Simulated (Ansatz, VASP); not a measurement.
## One calculation of Ba, two programs

```
Ba
1.0
     4.37068    0.00000    0.00000
    -2.18534    3.78512    0.00000
     0.00000    0.00000    3.80835
Ba
1
Direct
  0.00000 0.00000 0.00000
```

Alike in both runs: task single point; functional PBE; k mesh 15 × 15 × 14; occupations gaussian, width 0.15 eV; no spin polarisation.

|  | VASP | Ansatz |
| --- | --- | --- |
| version | VASP 6.6.1 | Ansatz 0.2.0 |
| potentials or method | VASP PAW PBE potentials, release 64 (Ba_sv), cutoff 520 eV | scalar-relativistic, plane waves, PAW |
| valence electrons in the cell | 10 | 10 |

VASP gave:

| Quantity | Value |
| --- | --- |
| gap on the k mesh at the Fermi level (eV) | none |
| pressure (GPa) | 0.0 |
| traceless stress, the component that is largest in VASP (GPa) | 1.53 |

Task: Estimate Ansatz's values.

Result: gap on the k mesh at the Fermi level (eV): none; pressure (GPa): -0.1; traceless stress, the component that is largest in VASP (GPa): 1.47.

A gap of «none» marks a metal or a gap that the smearing closes. With one functional, cell and mesh, what is left measures potentials, basis and numerics.

Neither program's run includes spin-orbit coupling.
